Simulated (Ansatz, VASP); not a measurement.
**AlNi: VASP beside Ansatz**

```
CELL_PARAMETERS angstrom
2.02134 -2.02136 0.00000
2.02134 2.02136 0.00000
0.00000 0.00000 2.86940
ATOMIC_POSITIONS crystal
Al 0.00000 0.00000 0.00000
Ni 0.50000 0.50000 0.50000
```

Alike in both runs: functional PBEsol; k mesh 16 × 16 × 14; occupations gaussian, width 0.1 eV; no spin polarisation.

Ansatz relaxed the structure, and its values are those at the end. VASP's run is a single point on that final structure, the one shown.

|  | VASP | Ansatz |
| --- | --- | --- |
| version | VASP 6.6.1 | Ansatz 0.2.0 |
| potentials or method | VASP PAW PBE potentials, release 64 (Al, Ni), cutoff 520 eV | scalar-relativistic, plane waves, PAW |
| valence electrons in the cell | 13 | 21 |

|  | VASP | Ansatz | Ansatz less VASP |
| --- | --- | --- | --- |
| gap on the k mesh at the Fermi level (eV) | none | none | - |
| pressure (GPa) | 0.1 | 0.0 | -0.13 |

VASP's potentials were made for PBE, not for PBEsol. A gap of «none» marks a metal or a gap that the smearing closes. With one functional, cell and mesh, what is left measures potentials, basis and numerics. VASP's potentials hold 13 valence electrons a cell and Ansatz's 21, so a difference there can come from the potentials and not from the codes.
